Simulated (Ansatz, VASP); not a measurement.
**Two plane-wave programs on BeS**

File POSCAR:

```
BeS
1.0
    0.0000000000      2.4586492927      2.4152593665
    2.4586492927      0.0000000000      2.4152593665
    2.4586492927      2.4586492927      0.0000000000
Be S
1 1
Direct
    0.0000000000      0.0000000000      0.0000000000
    0.2500000000      0.2500000000      0.2500000000
```

File INCAR.step1:

```
SYSTEM = BeS
PREC = Accurate
ENCUT = 520
EDIFF = 1E-5
ISMEAR = 0
SIGMA = 0.01
LREAL = .False.
LASPH = .True.
NELM = 100
ALGO = Normal
ISIF = 2
LWAVE = .True.
LCHARG = .False.
NBANDS = 11
GGA = PE
```

Contents of INCAR.step2:

```
SYSTEM = BeS
PREC = Accurate
ENCUT = 520
EDIFF = 1E-6
ISMEAR = 0
SIGMA = 0.01
LREAL = .False.
LASPH = .True.
NELM = 100
ALGO = Normal
ISIF = 2
LWAVE = .False.
LCHARG = .False.
GGA = PE
LHFCALC = .True.
HFSCREEN = 0.2079
PRECFOCK = Normal
NBANDS = 11
ISTART = 1
```

Contents of KPOINTS:

```
Automatic mesh
0
Gamma
  6 6 6
  0 0 0
```

Input for Ansatz:

```yaml
crystal:
  lattice:
    - [0.0, 2.4586492927, 2.4152593665]
    - [2.4586492927, 0.0, 2.4152593665]
    - [2.4586492927, 2.4586492927, 0.0]
  atoms:
    - { symbol: Be, position: [0.0, 0.0, 0.0] }
    - { symbol: S, position: [0.25, 0.25, 0.25] }
kpoints:
  mp_grid: { grid: [6, 6, 6] }
  band_path:
    path:
      - [0.0, 0.0, 0.0]
      - [-0.5, -0.5, 0.0]
      - [-0.375, -0.375, 0.25]
      - [-0.375, 0.0, 0.375]
      - [0.0, 0.0, 0.5]
      - [-0.5, -0.25, 0.25]
      - [-0.0375, 0.0, 0.0375]
    npoints: 1
hamiltonian:
  xc: hse06
scf:
  occupations: { method: fixed }
  n_extra_bands: 4
output:
  forces: true
  stress: true
  eigenvalues: true
```

Change from the starting cell: epitaxial_xy strain +1.0%.

Alike in both runs: task single point; functional HSE06; k mesh 6 × 6 × 6; no spin polarisation.

```csv
,VASP,Ansatz
version,VASP 6.6.1,Ansatz 0.2.0
potentials or method,"VASP PAW PBE potentials, release 64 (Be, S)","plane waves, PAW"
plane-wave cutoff (eV),520,420
occupations,"gaussian, width 0.01 eV",fixed
valence electrons in the cell,8,8
```

Ansatz gave:

| Item | Value |
| --- | --- |
| gap on the k mesh at the Fermi level (eV) | 3.96 |
| pressure (GPa) | -2.0 |
| traceless stress, the component that is largest in VASP (GPa) | 1.17 |

Question: Which values does VASP return?

Answer: gap on the k mesh at the Fermi level (eV): 3.95; pressure (GPa): -2.2; traceless stress, the component that is largest in VASP (GPa): 1.17.

Ansatz's warnings: stress exchange threshold loose, stress scf threshold loose.
